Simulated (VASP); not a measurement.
**YFeC4N4: single point with PBE**

The system is YFeC4N4.

```
Y Fe C N
1.0
     6.14070    0.00000    0.00000
     0.00000    6.14070    0.00000
     0.00000    0.00000    6.14070
Y Fe C N
1 1 4 4
Cartesian
  3.0703 3.0703 3.0703
  0.0000 0.0000 0.0000
  1.1189 1.1189 1.1189
  1.1189 5.0218 5.0218
  5.0218 1.1189 5.0218
  5.0218 5.0218 1.1189
  1.7944 1.7944 1.7944
  1.7944 4.3463 4.3463
  4.3463 1.7944 4.3463
  4.3463 4.3463 1.7944
```

```yaml
Program: VASP 6.6.1
Task: single point
Functional: PBE
Potentials_or_basis: VASP PAW PBE potentials, release 64 (Y_sv, Fe, C, N)
Cutoff: 520 eV
k_mesh: 4 × 4 × 4
Occupations: gaussian, width 0.1 eV
Spin: collinear spin, ferromagnetic start
Starting_moments: "[0.0, 4.0, 0.0, 0.0, 0.0, 0.0, 0.0, 0.0, 0.0, 0.0] μB"
```

The pressure is 2.2 GPa and the largest force is 2.110 eV/Å. The band gap on the k mesh is 0.84 eV, direct and the net moment is 3.00 μB per cell. The site moments are Y +0.01; Fe +2.30; C -0.01; N +0.05 μB and the valence electrons inside the program's atomic spheres are Y 9.76; Fe 7.39; C 2.57; N 3.95.

Forces on the atoms (eV/Å):
```
Y    0.000  0.000  0.000
Fe   0.000  0.000  0.000
C   -1.218 -1.218 -1.218
C   -1.218  1.218  1.218
C    1.218 -1.218  1.218
C    1.218  1.218 -1.218
N    0.827  0.827  0.827
N    0.827 -0.827 -0.827
N   -0.827  0.827 -0.827
N   -0.827 -0.827  0.827
```

Levels at points of the mesh, in eV from the valence-band top:
Spin up:
```csv
k point,band 25,band 26,band 27,band 28,band 29,band 30,band 31,band 32,band 33,band 34
"(0.00, 0.00, 0.00)",-1.32,-1.32,-0.65,-0.65,-0.65,2.40,2.40,2.66,2.66,2.66
"(0.50, 0.00, 0.00)",-1.25,-1.16,-0.75,-0.64,-0.64,2.30,2.35,3.04,3.04,3.08
"(0.50, 0.50, 0.00)",-1.23,-1.17,-0.72,-0.58,-0.58,2.31,2.34,3.19,3.22,3.22
"(0.50, 0.50, 0.50)",-1.31,-1.31,-0.57,-0.57,-0.57,2.40,2.40,3.13,3.13,3.13
```
Spin down:
| k point | band 24 | band 25 | band 26 | band 27 | band 28 | band 29 |
| --- | --- | --- | --- | --- | --- | --- |
| (0.00, 0.00, 0.00) | -3.99 | -0.24 | -0.23 | 1.00 | 1.00 | 1.00 |
| (0.50, 0.00, 0.00) | -3.99 | -0.13 | 0.00 | 0.84 | 1.16 | 1.17 |
| (0.50, 0.50, 0.00) | -4.01 | -0.11 | -0.02 | 0.89 | 1.32 | 1.32 |
| (0.50, 0.50, 0.50) | -3.90 | -0.24 | -0.23 | 1.27 | 1.27 | 1.27 |

Wall time 6.1 min on 1 thread of Oxide Virtual Turin-like Processor, on a shared host, peak memory 0.47 GiB.

Caveat: a cell with one magnetic atom can't hold antiferromagnetic order, which such compounds often take; forces of over 1 eV/Å act on the atoms, so gaps and moduli don't describe the material at rest. A k mesh can miss the band edges.
